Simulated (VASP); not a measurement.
# HfO2 (R-3m) in VASP: notebook

Runs on HfO2. Level: r2SCAN. Tasks: single point.

Program: VASP 6.6.1. These are calculated values, not measurements. Logs are shortened: lines on timing, memory, paths and dates and some standing lists are left out, and cuts for length are marked.

## Step 1: The cell of the first run

The structure is trigonal, space group R-3m (No. 166). Conventional cell: a = 3.225 Å, b = 3.225 Å, c = 11.140 Å, α = 90.00°, β = 90.00°, γ = 120.00°. Within 2.8 Å of Hf (site symmetry -3m) lie 8 O at 2.08 to 2.79 Å. Within 2.8 Å of O (site symmetry 3m) lie 4 Hf at 2.08 to 2.79 Å and 6 O at 2.63 Å.

## Step 2: Single point, r2SCAN

The input, POSCAR:

```
HfO2
1.0
    0.6234024946      2.9041433286      2.9041433286
    2.9041433286      0.6234024946      2.9041433286
    2.9041433286      2.9041433286      0.6234024946
Hf O
1 2
Direct
    0.0000000000      0.0000000000      0.0000000000
    0.2500000000      0.2500000000      0.2500000000
    0.7500000000      0.7500000000      0.7500000000
```

The input, INCAR.step1:

```
PREC = Accurate
ENCUT = 520
ISMEAR = 0
SIGMA = 0.05
LREAL = F
LASPH = T
NELM = 60
NBANDS = 18
GGA = PE
ALGO = Normal
EDIFF = 1E-4
LWAVE = T
LCHARG = F
```

The input, INCAR.step2:

```
PREC = Accurate
ENCUT = 520
EDIFF = 1E-7
ISMEAR = 0
SIGMA = 0.05
LREAL = F
LASPH = T
NELM = 60
ALGO = Normal
ISIF = 2
LWAVE = F
LCHARG = T
METAGGA = R2SCAN
LMIXTAU = T
LELF = T
LVHAR = T
NBANDS = 18
ISTART = 1
```

The input, KPOINTS:

```
Automatic mesh
0
Gamma
  8 8 8
```

Potentials or basis: VASP PAW PBE potentials, release 64 (Hf_pv, O).

The run is started by

```
cat potpaw_PBE.64/Hf_pv/POTCAR potpaw_PBE.64/O/POTCAR > POTCAR
cp INCAR.step1 INCAR
mpirun -np 1 vasp_std > vasp.out
cp INCAR.step2 INCAR
mpirun -np 1 vasp_std > vasp.out
```

OUTCAR:

```text
PREC = Accurate
   ENCUT = 520
   EDIFF = 1E-7
   ISMEAR = 0
   LREAL = F
   LASPH = T
   NELM = 60
   ISIF = 2
   METAGGA = R2SCAN
   ISTART = 1

 ion  position               nearest neighbor table
   1  0.000  0.000  0.000-   3 2.08   3 2.08   3 2.08   2 2.08   2 2.08   2 2.08   3 2.79   2 2.79

   2  0.250  0.250  0.250-   1 2.08   1 2.08   1 2.08   1 2.79
   3  0.750  0.750  0.750-   1 2.08   1 2.08   1 2.08   1 2.79

  LATTYP: Found a trigonal (rhomboedric) cell.
 ALAT       =     4.1541217623
 COS(alpha) =     0.6985651702

  Lattice vectors:

 A1 = (   0.6234024946,   2.9041433286,   2.9041433286)
 A2 = (   2.9041433286,   0.6234024946,   2.9041433286)
 A3 = (   2.9041433286,   2.9041433286,   0.6234024946)

Analysis of symmetry for initial positions (statically):
=====================================================================
 Subroutine PRICEL returns:
 Original cell was already a primitive cell.

 Routine SETGRP: Setting up the symmetry group for a
 trigonal (rhombohedral) supercell.

 Subroutine GETGRP returns: Found 12 space group operations
 (whereof 12 operations were pure point group operations)
 out of a pool of 12 trial point group operations.

The static configuration has the point symmetry D_3d.

Analysis of symmetry for dynamics (positions and initial velocities):
=====================================================================
 Subroutine PRICEL returns:
 Original cell was already a primitive cell.

 Routine SETGRP: Setting up the symmetry group for a
 trigonal (rhombohedral) supercell.

 Subroutine GETGRP returns: Found 12 space group operations
 (whereof 12 operations were pure point group operations)
 out of a pool of 12 trial point group operations.

The dynamic configuration has the point symmetry D_3d.

 Subroutine INISYM returns: Found 12 space group operations
 (whereof 12 operations are pure point group operations),
 and found     1 'primitive' translations

----------------------------------------------------------------------------------------

                                     Primitive cell

  volume of cell :      33.4562

  direct lattice vectors                    reciprocal lattice vectors
     0.623402495  2.904143329  2.904143329    -0.240475967  0.197978059  0.197978059
     2.904143329  0.623402495  2.904143329     0.197978059 -0.240475967  0.197978059
     2.904143329  2.904143329  0.623402495     0.197978059  0.197978059 -0.240475967

  length of vectors
     4.154121762  4.154121762  4.154121762     0.369079008  0.369079008  0.369079008

  position of ions in fractional coordinates (direct lattice)
     0.000000000  0.000000000  0.000000000
     0.250000000  0.250000000  0.250000000
     0.750000000  0.750000000  0.750000000

  ion indices of the primitive-cell ions
   primitive index   ion index
                 1           1
                 2           2
                 3           3

----------------------------------------------------------------------------------------

 KPOINTS: Automatic mesh

Automatic generation of k-mesh.
 Grid dimensions read from file:
 generate k-points for:    8    8    8

 Generating k-lattice:

  Cartesian coordinates                     Fractional coordinates (reciprocal lattice)
    -0.030059496  0.024747257  0.024747257     0.125000000  0.000000000  0.000000000
     0.024747257 -0.030059496  0.024747257     0.000000000  0.125000000  0.000000000
     0.024747257  0.024747257 -0.030059496     0.000000000  0.000000000  0.125000000

  Length of vectors
     0.046134876  0.046134876  0.046134876

  Shift w.r.t. Gamma in fractional coordinates (k-lattice)
     0.000000000  0.000000000  0.000000000

 Subroutine IBZKPT returns following result:
 ===========================================

 Found     65 irreducible k-points:

 Following reciprocal coordinates:
            Coordinates               Weight
  0.000000  0.000000  0.000000      1.000000
  0.125000  0.000000  0.000000      6.000000
  0.250000  0.000000  0.000000      6.000000
  0.375000 -0.000000 -0.000000      6.000000
  0.500000  0.000000  0.000000      3.000000
  0.125000  0.125000 -0.000000      6.000000
[... 16 lines left out ...]
  0.250000  0.125000  0.125000      6.000000
  0.375000  0.125000  0.125000      6.000000
 [... further k-points ...]
   k-points           NKPTS =     65   k-points in BZ     NKDIM =     65   number of bands    NBANDS=     18
   number of dos      NEDOS =    301   number of ions     NIONS =      3
   total plane-waves  NPLWV =  32768
   dimension x,y,z NGX =    32 NGY =   32 NGZ =   32
   dimension x,y,z NGXF=    64 NGYF=   64 NGZF=   64
   ions per type =               1   2
   NGX,Y,Z   is equivalent  to a cutoff of  12.81, 12.81, 12.81 a.u.
   NGXF,Y,Z  is equivalent  to a cutoff of  25.61, 25.61, 25.61 a.u.
 SYSTEM =  unknown system
   PREC   = accura    normal or accurate (medium, high low for compatibility)
   ISTART =      1    job   : 0-new  1-cont  2-samecut
   ICHARG =      0    charge: 1-file 2-atom 10-const
   ISPIN  =      1    spin polarized calculation?
   LNONCOLLINEAR =      F non collinear calculations
   LSORBIT =      F    spin-orbit coupling
   LASPH  =      T    aspherical Exc in radial PAW
   ENCUT  =  520.0 eV  38.22 Ry    6.18 a.u.   7.72  7.72  7.72*2*pi/ulx,y,z
   NELM   =     60;   NELMIN=  2; NELMDL=  0     # of ELM steps
   EDIFF  = 0.1E-06   stopping-criterion for ELM
   LREAL  =      F    real-space projection
   EDIFFG = 0.1E-05   stopping-criterion for IOM
   NSW    =      0    number of steps for IOM
   IBRION =     -1    ionic relax: 0-MD 1-quasi-New 2-CG
   NFREE  =      0    steps in history (QN), initial steepest desc. (CG)
   ISIF   =      2    stress and relaxation
   ISYM   =      2    0-nonsym 1-usesym 2-fastsym
   POTIM  = 0.5000    time-step for ionic-motion
   TEBEG  =    0.0;   TEEND  =   0.0 temperature during run
   PSTRESS=    0.0 pullay stress
   NELECT =      22.0000    total number of electrons
   NUPDOWN=      -1.0000    fix difference up-down
   EMIN   =  10.00;   EMAX   =-10.00  energy-range for DOS
   EFERMI =   0.00;   METHOD = LEGACY
   ISMEAR =     0;   SIGMA  =   0.05  broadening in eV -4-tet -1-fermi 0-gaus
   EFERMI_NEDOS =   21; number of points for ismear=-14 and -15
   IALGO  =     38    algorithm
   IMIX   =      4    mixing-type and parameters
     AMIX     =   0.40;   BMIX     =  1.00
     AMIX_MAG =   1.60;   BMIX_MAG =  1.00
  volume/ion in A,a.u.               =      11.15        75.26
  Fermi-wavevector in a.u.,A,eV,Ry     =   1.423607  2.690227 27.574337  2.026657
  Thomas-Fermi vector in A             =   2.544186
   LORBIT       =      0    0 simple, 1 ext, 2 COOP (PROOUT), +10 PAW based schemes
   METAGGA = R2SCAN    functional components
   LHFCALC =     F    Hartree Fock is set to
   AEXX    =    0.0000 exact exchange contribution
   IVDW    =     0    specifies the selected vdW correction
   LEPSILON=     F    determine dielectric tensor
   LRPA    =     F    only Hartree local field effects (RPA)
 non-spin polarized calculation
 Gauss-broadening in eV      SIGMA  =   0.05
  energy-cutoff  :      520.00
  volume of cell :       33.46
 maximum number of plane-waves:       910
   NGX = 15   NGY = 15   NGZ = 15

 number of electron      22.0000003 magnetization

 Free energy of the ion-electron system (eV)
  ---------------------------------------------------
  ext. energy  EPLUGINS =         0.00000000
  ---------------------------------------------------
  free energy    TOTEN  =       -67.97204771 eV

  energy without entropy =      -67.97204771  energy(sigma->0) =      -67.97204771

 E-fermi :   3.4958     XC(G=0): -12.3412

 val. band max:        3.1692399490   @ k =   0.0000   0.0000   0.0000
 cond. band min:       7.4105632297   @ k =   0.5000   0.5000  -0.0000
 fundamental gap:      4.2413232807
 Fermi energy:         3.4957718714

 k-point     1 :       0.0000    0.0000    0.0000
  band No.  band energies     occupation
      1     -27.3115      2.00000
      2     -26.8692      2.00000
      3     -26.8692      2.00000
      4     -16.2244      2.00000
      5     -13.4248      2.00000
      6      -2.3058      2.00000
[... 10 lines left out ...]
     17      14.7172      0.00000
     18      14.7333      0.00000

 k-point     2 :       0.1250    0.0000    0.0000
  band No.  band energies     occupation
      1     -27.2875      2.00000
      2     -27.0170      2.00000
      3     -26.8931      2.00000
      4     -15.9402      2.00000
      5     -13.6420      2.00000
      6      -2.0527      2.00000
[... 10 lines left out ...]
     17      14.6286      0.00000
     18      16.0853      0.00000

 k-point     3 :       0.2500    0.0000    0.0000
  band No.  band energies     occupation
      1     -27.3542      2.00000
      2     -27.2253      2.00000
      3     -26.9501      2.00000
      4     -15.3482      2.00000
      5     -14.0171      2.00000
      6      -1.5558      2.00000
[... 10 lines left out ...]
     17      14.4926      0.00000
     18      16.5453      0.00000

 k-point     4 :       0.3750   -0.0000   -0.0000
  band No.  band energies     occupation
      1     -27.6604      2.00000
      2     -27.1651      2.00000
      3     -27.0064      2.00000
      4     -15.1816      2.00000
      5     -13.8899      2.00000
      6      -1.1766      2.00000
[... 375 lines left out ...]
      4     -16.1357      2.00000
      5     -13.5153      2.00000
      6      -2.0705      2.00000
[... 10 lines left out ...]
     17      14.6107      0.00000
     18      14.9493      0.00000

 k-point    23 :       0.2500    0.1250    0.1250
  band No.  band energies     occupation
      1     -27.3110      2.00000
      2     -27.0183      2.00000
      3     -26.8934      2.00000
      4     -15.8111      2.00000
      5     -13.7556      2.00000
      6      -1.9664      2.00000
[... 10 lines left out ...]
     17      14.6653      0.00000
     18      16.1274      0.00000

 k-point    24 :       0.3750    0.1250    0.1250
  band No.  band energies     occupation
      1     -27.3531      2.00000
      2     -27.2501      2.00000
      3     -26.9505      2.00000
      4     -15.2713      2.00000
      5     -14.0372      2.00000
      6      -1.8017      2.00000
[... 10 lines left out ...]
     17      14.9404      0.00000
     18      16.5456      0.00000

 [... further k-points ...]

------------------------ aborting loop because EDIFF is reached ----------------------------------------

  FORCE on cell =-STRESS in cart. coord.  units (eV):
  Direction    XX          YY          ZZ          XY          YZ          ZX
  --------------------------------------------------------------------------------------
  -------------------------------------------------------------------------------------
  Total        2.1472302      2.1472302      2.1472302     -1.0030473     -1.0030473     -1.0030473
  in kB      102.8282081    102.8282081    102.8282081    -48.0347005    -48.0347005    -48.0347005
  external PRESSURE =     102.8282081 kB  Pullay stress =       0.0000000 kB

 VOLUME and BASIS-vectors are now :
 -----------------------------------------------------------------------------
  energy-cutoff  :      520.00
  volume of cell :       33.46
      direct lattice vectors                 reciprocal lattice vectors
     0.623402495  2.904143329  2.904143329    -0.240475967  0.197978059  0.197978059
     2.904143329  0.623402495  2.904143329     0.197978059 -0.240475967  0.197978059
     2.904143329  2.904143329  0.623402495     0.197978059  0.197978059 -0.240475967

 POSITION                                       TOTAL-FORCE (eV/Angst)
 -----------------------------------------------------------------------------------
      0.00000      0.00000      0.00000         0.000000      0.000000      0.000000
      1.60792      1.60792      1.60792         0.137537      0.137537      0.137537
      4.82377      4.82377      4.82377        -0.137537     -0.137537     -0.137537
 -----------------------------------------------------------------------------------
    total drift:                                0.000000     -0.000000      0.000000

  FREE ENERGIE OF THE ION-ELECTRON SYSTEM (eV)
  ---------------------------------------------------
  free  energy   TOTEN  =       -67.9720477100 eV

  energy  without entropy=      -67.9720477100  energy(sigma->0) =      -67.97204771
```

It took 79 s on 1 thread of Intel Xeon 6975P-C (Granite Rapids), shared host; peak memory 0.2 GiB.

What came out:

```
Free energy            : -67.9720 eV
Pressure               : 10.3 GPa
Largest force          : 0.238 eV/Å
Band gap on the k mesh : 4.24 eV, indirect (least direct gap 4.58 eV)
```

Forces in eV/Å, atoms in the order of the input:
```
Hf   0.000  0.000  0.000
O    0.138  0.138  0.138
O   -0.138 -0.138 -0.138
```

Caveat: the PAW data sets were made with another functional, which shifts forces and pressure a little; spin-orbit coupling is left out, which moves the levels of the heavy elements. A k mesh can miss the band edges.

## Step 3: Single point, r2SCAN

This run uses another cell than the first one, of the same volume but with other edges.

The input, POSCAR:

```
HfO2
1.0
   -0.8086004112      2.2236511309      2.2236511309
    2.2236511309     -0.8086004112      2.2236511309
    2.2236511309      2.2236511309     -0.8086004112
Hf O
1 2
Direct
    0.0000000000      0.0000000000      0.0000000000
    0.2500000000      0.2500000000      0.2500000000
    0.7500000000      0.7500000000      0.7500000000
```

The input, INCAR.step1:

```
PREC     = Accurate       # precision mode
ENCUT    = 520            # plane-wave cutoff, eV
ISMEAR   = 0              # smearing method
SIGMA    = 0.05           # smearing width, eV
LREAL    = False          # projectors in reciprocal space
LASPH    = True           # aspherical terms in the spheres
NELM     = 60             # most SCF steps
NBANDS   = 18             # bands
GGA      = PE             # functional
ALGO     = Normal         # electronic algorithm
EDIFF    = 1E-4           # SCF threshold, eV
LWAVE    = True           # write WAVECAR
LCHARG   = False          # write CHGCAR
```

The input, INCAR.step2:

```
PREC     = Accurate       # precision mode
ENCUT    = 520            # plane-wave cutoff, eV
EDIFF    = 1E-6           # SCF threshold, eV
ISMEAR   = 0              # smearing method
SIGMA    = 0.05           # smearing width, eV
LREAL    = False          # projectors in reciprocal space
LASPH    = True           # aspherical terms in the spheres
NELM     = 60             # most SCF steps
ALGO     = Normal         # electronic algorithm
ISIF     = 2              # what is computed and relaxed
LWAVE    = False          # write WAVECAR
LCHARG   = False          # write CHGCAR
METAGGA  = R2SCAN         # meta-GGA
LMIXTAU  = True         
NBANDS   = 18             # bands
ISTART   = 1
```

The input, KPOINTS:

```
regular mesh
0
Gamma
  8 8 8
```

Potentials or basis: VASP PAW PBE potentials, release 64 (Hf_pv, O).

The run is started by

```
cat potpaw_PBE.64/Hf_pv/POTCAR potpaw_PBE.64/O/POTCAR > POTCAR
cp INCAR.step1 INCAR
mpirun -np 1 vasp_std > vasp.out
cp INCAR.step2 INCAR
mpirun -np 1 vasp_std > vasp.out
```

Wall time 30 s (1 thread of Intel Xeon 6975P-C (Granite Rapids), shared host); peak memory 0.16 GiB.

It converged, with:

| Quantity | Value |
| --- | --- |
| Free energy | -57.9985 eV |
| Pressure | 136.6 GPa |
| Largest force | 29.225 eV/Å |
| Band gap on the k mesh | 2.00 eV, indirect (least direct gap 2.14 eV) |

Forces on the atoms (eV/Å):
```
Hf    0.000   0.000   0.000
O    16.873  16.873  16.873
O   -16.873 -16.873 -16.873
```

Stress tensor (GPa, compression positive):
```
136.58 159.53 159.53
159.53 136.58 159.53
159.53 159.53 136.58
```

Levels at points of the mesh, in eV from the valence-band top:
```
           k point  band 7  band 8  band 9  band 10  band 11  band 12  band 13  band 14  band 15  band 16
(0.00, 0.00, 0.00)   -8.60   -8.16   -3.47    -3.47     0.00     2.83     3.86     3.86     7.39     7.39
(0.50, 0.00, 0.00)   -7.75   -6.04   -4.98    -4.85    -0.98     2.10     4.09     5.22     7.42     7.58
(0.50, 0.50, 0.00)   -6.44   -6.40   -5.08    -4.05    -0.14     2.00     4.66     5.84     6.83     7.97
(0.50, 0.50, 0.50)   -7.33   -6.29   -4.72    -4.72    -1.66     4.22     4.22     7.32     7.63     7.63
```

Caveat: the PAW data sets were made with another functional, which shifts forces and pressure a little; spin-orbit coupling is left out, which moves the levels of the heavy elements. A k mesh can miss the band edges.

## Step 4: Single point, r2SCAN

This run uses another cell than the first one, of the same volume but with other edges.

The input, POSCAR:

```
HfO2
1.0
   -0.2699868843      2.4298819591      2.4298819591
    2.4298819591     -0.2699868843      2.4298819591
    2.4298819591      2.4298819591     -0.2699868843
Hf O
1 2
Direct
    0.0000000000      0.0000000000      0.0000000000
    0.2500000000      0.2500000000      0.2500000000
    0.7500000000      0.7500000000      0.7500000000
```

INCAR.step1 is that of step 3.

INCAR.step2 is that of step 3.

KPOINTS is that of step 3.

The run is started by

```
cat potpaw_PBE.64/Hf_pv/POTCAR potpaw_PBE.64/O/POTCAR > POTCAR
cp INCAR.step1 INCAR
mpirun -np 1 vasp_std > vasp.out
cp INCAR.step2 INCAR
mpirun -np 1 vasp_std > vasp.out
```

It took 64 s on 1 thread of Intel Xeon 6975P-C (Granite Rapids), shared host; peak memory 0.18 GiB.

Results (log left out):

- Free energy: -68.0728 eV
- Pressure: -2.5 GPa
- Largest force: 2.117 eV/Å
- Band gap on the k mesh: 4.48 eV, direct

Forces in eV/Å, atoms in the order of the input:
```
Hf   0.000  0.000  0.000
O    1.222  1.222  1.222
O   -1.222 -1.222 -1.222
```

Stress tensor (GPa, compression positive):
```
-2.49 15.12 15.12
15.12 -2.49 15.12
15.12 15.12 -2.49
```

Levels at points of the mesh, in eV from the valence-band top:
```
           k point  band 8  band 9  band 10  band 11  band 12  band 13  band 14  band 15
(0.00, 0.00, 0.00)   -5.10   -0.54    -0.53    -0.53     4.61     4.61     6.24    10.10
(0.50, 0.00, 0.00)   -2.96   -2.77    -1.95    -1.33     4.65     5.77     6.91     9.26
(0.50, 0.50, 0.00)   -2.85   -2.21    -0.97     0.00     4.48     6.34     6.54     7.63
(0.50, 0.50, 0.50)   -3.54   -2.26    -2.01    -2.01     5.73     5.73     8.56     8.77
```

Caveat: the PAW data sets were made with another functional, which shifts forces and pressure a little; spin-orbit coupling is left out, which moves the levels of the heavy elements.

## Step 5: The runs side by side

```csv
cell,gap on the mesh (eV),pressure (GPa),largest force (eV/Å)
"a = 4.154 Å, angles 45.7°, 3 atoms",4.24,10.3,0.24
"a = 3.247 Å, angles 82.7°, 3 atoms",2.00,136.6,29.22
"a = 3.447 Å, angles 67.3°, 3 atoms",4.48,-2.5,2.12
```

Alike in all rows: task single point; level r2SCAN; potentials or basis VASP PAW PBE potentials, release 64 (Hf_pv, O); no spin polarisation; k mesh 8 × 8 × 8; cutoff (eV) 520; smearing gaussian 0.05 eV.

Caveats: the PAW data sets were made with another functional, which shifts forces and pressure a little; spin-orbit coupling is left out, which moves the levels of the heavy elements.

Absolute energies hang on the potentials; compare differences alone.
